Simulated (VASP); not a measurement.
# C: relaxation of cell and atoms with PBE+D3(BJ)

C:

```
C
1.0
     1.22805   -2.12706    0.00000
     1.22805    2.12706    0.00000
     0.00000    0.00000    7.17327
C
4
Cartesian
  1.2280 1.7724 5.4025
  1.2280 -0.3547 1.7708
  1.2280 -1.7724 1.7708
  1.2280 0.3547 5.4025
```

```yaml
Program: VASP 6.6.1
Task: relaxation of cell and atoms
Functional: PBE
Dispersion: D3(BJ)
Potentials_or_basis: VASP PAW PBE potentials, release 64 (C)
Cutoff: 600 eV
k_mesh: 18 × 18 × 6
Occupations: gaussian, width 0.1 eV
Spin: no spin polarisation
Dipole_correction: no
Further_INCAR_settings: ALGO = Normal; EDIFF = 1e-06; IBRION = 2; EDIFFG = -0.005; NSW = 100; ISIF = 3
```

The relaxed volume is 8.85 Å³/atom and the relaxed cell is a = 2.465 Å, b = 2.465 Å, c = 6.724 Å, α = 90.00°, β = 90.00°, γ = 119.97°. The space group after relaxing (to 0.1 Å) is Fmmm (No. 69). The energy gained by relaxing is 4.5 meV/atom and the ionic steps are 38. The pressure after relaxing is 0.0 GPa and the largest force after relaxing is 0.003 eV/Å. The dispersion energy per atom is -0.156 eV.

Forces in eV/Å, atoms in the order of the input:
```
C    0.000 -0.003 -0.002
C    0.000 -0.003  0.002
C    0.000  0.003  0.002
C    0.000  0.003 -0.002
```

Step by step:
| step | energy change (eV) | largest force (eV/Å) | pressure (GPa) | volume (Å³) |
| --- | --- | --- | --- | --- |
| 1 | 0.0000 | 0.0254 | 2.67 | 37.48 |
| 2 | 0.0202 | 0.0936 | -7.91 | 38.33 |
| 3 | -0.0048 | 0.0156 | -0.70 | 37.73 |
| 4 | -0.0061 | 0.0483 | -0.73 | 37.58 |
| 5 | -0.0089 | 0.2356 | -0.77 | 37.14 |
| 6 | -0.0076 | 0.6193 | -0.77 | 36.25 |
| 7 | -0.0095 | 0.3628 | -0.79 | 36.84 |
| 8 | -0.0096 | 0.3589 | -0.78 | 36.83 |
| 9 | -0.0101 | 0.3475 | -0.74 | 36.78 |
| 10 | -0.0111 | 0.3249 | -0.73 | 36.68 |
| 11 | -0.0127 | 0.2795 | -0.66 | 36.48 |
| 12 | -0.0154 | 0.1891 | -0.50 | 36.07 |
| 13 | -0.0172 | 0.0154 | -0.12 | 35.27 |
| 14 | -0.0172 | 0.0405 | -0.19 | 35.40 |
| 15 | -0.0174 | 0.0235 | -0.16 | 35.43 |
| 16 | -0.0176 | 0.0222 | -0.04 | 35.49 |
| 17 | -0.0176 | 0.0263 | -0.03 | 35.50 |
| 18 | -0.0176 | 0.0145 | -0.02 | 35.50 |
| 19 | -0.0176 | 0.0168 | -0.02 | 35.50 |
| 20 | -0.0176 | 0.0141 | -0.03 | 35.50 |
| 21 | -0.0176 | 0.0139 | -0.02 | 35.49 |
| 22 | -0.0176 | 0.0123 | -0.02 | 35.49 |
| 23 | -0.0176 | 0.0120 | -0.04 | 35.49 |
| 24 | -0.0176 | 0.0110 | -0.03 | 35.49 |
| 25 | -0.0177 | 0.0104 | -0.04 | 35.48 |
| 26 | -0.0178 | 0.0106 | -0.05 | 35.46 |
| 27 | -0.0178 | 0.0185 | -0.07 | 35.43 |
| 28 | -0.0179 | 0.0152 | -0.06 | 35.42 |
| 29 | -0.0179 | 0.0066 | -0.02 | 35.41 |
| 30 | -0.0180 | 0.0144 | 0.08 | 35.38 |
| 31 | -0.0180 | 0.0115 | 0.07 | 35.39 |
| 32 | -0.0180 | 0.0040 | 0.04 | 35.39 |
| 33 | -0.0180 | 0.0037 | 0.01 | 35.39 |
| 34 | -0.0180 | 0.0160 | -0.03 | 35.39 |
| 35 | -0.0180 | 0.0061 | 0.01 | 35.39 |
| 36 | -0.0180 | 0.0062 | -0.02 | 35.39 |
| 37 | -0.0180 | 0.0065 | -0.06 | 35.39 |
| 38 | -0.0180 | 0.0034 | 0.00 | 35.39 |

Final structure:
```
C
1.0
     1.23289   -2.13427    0.00000
     1.23289    2.13427    0.00000
     0.00000    0.00000    6.72430
C
4
Cartesian
  1.2329 1.7787 5.0453
  1.2329 -0.3556 1.6790
  1.2329 -1.7787 1.6790
  1.2329 0.3556 5.0453
```

Levels at points of the mesh, in eV from the Fermi level:
| k point | band 5 | band 6 | band 7 | band 8 | band 9 | band 10 | band 11 | band 12 |
| --- | --- | --- | --- | --- | --- | --- | --- | --- |
| (0.00, 0.00, 0.00) | -3.03 | -3.01 | -3.00 | -3.00 | 4.27 | 8.29 | 8.33 | 8.40 |
| (0.50, 0.00, 0.00) | -6.39 | -6.39 | -2.45 | -2.45 | 1.88 | 1.88 | 7.41 | 7.41 |
| (0.50, 0.50, 0.00) | -6.42 | -6.37 | -3.02 | -1.60 | 0.97 | 2.49 | 7.19 | 7.59 |
| (0.00, 0.00, 0.50) | -3.01 | -3.01 | -3.00 | -3.00 | 6.88 | 6.91 | 8.34 | 8.35 |
| (0.50, 0.00, 0.50) | -6.39 | -6.39 | -2.36 | -2.36 | 1.65 | 1.65 | 7.40 | 7.40 |
| (0.50, 0.50, 0.50) | -6.40 | -6.40 | -2.36 | -2.35 | 1.66 | 1.67 | 7.38 | 7.39 |

Wall time 33 min on 1 thread of Intel(R) Xeon(R) Platinum 8488C (Sapphire Rapids) (shared host), peak memory 0.32 GiB.
